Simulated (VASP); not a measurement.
Write the native input for VASP 6.6.1 that does the following.

| Quantity | Value |
| --- | --- |
| Task | single point |
| Functional | PBE |
| Potentials or basis | VASP PAW PBE potentials, release 64 (Sn_d, Se) |
| Cutoff | 500 eV |
| k mesh | 13 × 13 × 13 |
| Occupations | fermi-dirac, width 0.02 eV |
| Spin | no spin polarisation |
| Dipole correction | no |
| Further INCAR settings | ALGO = Normal; EDIFF = 1e-06; NBANDS = 17 |

The structure of SnSe lies in POSCAR:

```
SnSe
1.0
    0.0000000000      2.9485541872      2.9485541872
    2.9485541872      0.0000000000      2.9485541872
    2.9485541872      2.9485541872      0.0000000000
Sn Se
1 1
Direct
    0.0000000000      0.0000000000      0.0000000000
    0.5000000000      0.5000000000      0.5000000000
```

This cell differs from its parent crystal: volume scaled by 0.94, then relaxed in part.

The input as run:

INCAR

```
SYSTEM = SnSe
  PREC = Accurate
  ENCUT = 500
  EDIFF = 1E-6
  ISMEAR = -1
  SIGMA = 0.02
  LREAL = .FALSE.
  LASPH = .TRUE.
  NELM = 120
  ALGO = Normal
  ISIF = 2
  LWAVE = .FALSE.
  LCHARG = .FALSE.
  GGA = PE
  NBANDS = 17
  GGA_COMPAT = .FALSE.
```

KPOINTS

```
regular mesh
0
G
  13 13 13
  0 0 0
```

Potentials or basis: VASP PAW PBE potentials, release 64 (Sn_d, Se).

Command:

```sh
$ cat potpaw_PBE.64/Sn_d/POTCAR potpaw_PBE.64/Se/POTCAR > POTCAR
$ mpirun -np 1 vasp_std > vasp.out
```

Results of the run:

```
Pressure : 4.8 GPa
```

Run time: 26 s on 1 thread of Intel(R) Xeon(R) 6975P-C (Granite Rapids) (shared host), peak memory 0.21 GiB.
